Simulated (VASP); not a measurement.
## Ir: single point with PBE

The system is Ir.

```
Ir
1.0
     0.00000    1.94784    1.75734
     1.94784    0.00000    1.75734
     1.94784    1.94784    0.00000
Ir
1
Cartesian
  0.0000 0.0000 0.0000
```

| Quantity | Value |
| --- | --- |
| Program | VASP 6.6.1 |
| Task | single point |
| Functional | PBE |
| Potentials or basis | VASP PAW PBE potentials, release 64 (Ir) |
| Cutoff | 520 eV |
| k mesh | 22 × 22 × 22 |
| Occupations | gaussian, width 0.15 eV |
| Spin | no spin polarisation |

- Pressure: 39.3 GPa
- Band gap on the k mesh: zero (an odd number of electrons rules out a gap without spin polarisation)

Stress tensor (GPa, compression positive):
```
25.79  0.00  0.00
 0.00 25.79  0.00
 0.00  0.00 66.25
```

Levels at points of the mesh, in eV from the Fermi level:
| k point | band 2 | band 3 | band 4 | band 5 | band 6 | band 7 |
| --- | --- | --- | --- | --- | --- | --- |
| (0.00, 0.00, 0.00) | -4.55 | -4.55 | -3.23 | -2.22 | -0.47 | 14.44 |
| (0.50, 0.00, 0.00) | -5.07 | -3.46 | -0.82 | 0.59 | 1.52 | 8.06 |
| (0.50, 0.50, 0.00) | -8.08 | 1.00 | 1.76 | 1.76 | 3.39 | 10.80 |
| (0.50, 0.00, 0.50) | -7.80 | 0.87 | 0.98 | 1.02 | 2.25 | 10.52 |

Wall time 46 s on 1 thread of Intel(R) Xeon(R) 6975P-C (Granite Rapids), with other jobs on the host, peak memory 0.23 GiB.

Caveat: the stress differs along the axes, from 26 to 66 GPa; spin-orbit coupling is left out, which moves the levels of the heavy elements.
